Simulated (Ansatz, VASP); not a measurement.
**Two plane-wave programs on GaAs**

```xyz
2
Lattice="0.0000 2.8268 2.8268 2.8268 0.0000 2.8268 2.8268 2.8268 0.0000" Properties=species:S:1:pos:R:3 pbc="T T T"
As    4.2403    4.2403    4.2403
Ga    0.0000    0.0000    0.0000
```

Alike in both runs: functional r2SCAN; k mesh 8 × 8 × 8; occupations fermi-dirac, width 0.05 eV; no spin polarisation.

|  | VASP | Ansatz |
| --- | --- | --- |
| version | VASP 6.6.1 | Ansatz 0.2.0 |
| potentials or method | VASP PAW PBE potentials, release 64 (As, Ga_d) | Ansatz PAW |
| plane-wave cutoff (eV) | 520 | 500 |
| valence electrons in the cell | 18 | 28 |
| task | single point | band structure |

```tsv
	VASP	Ansatz	Ansatz less VASP
gap on the k mesh at the Fermi level (eV)	1.00	1.02	+0.019
least direct gap on the mesh (eV)	1.00	1.02	+0.019
pressure (GPa)	0.6	0.5	-0.11
```

VASP's potentials were made for PBE, not for r2SCAN. VASP's potentials hold 18 valence electrons a cell and Ansatz's 28, so a difference there can come from the potentials and not from the codes.
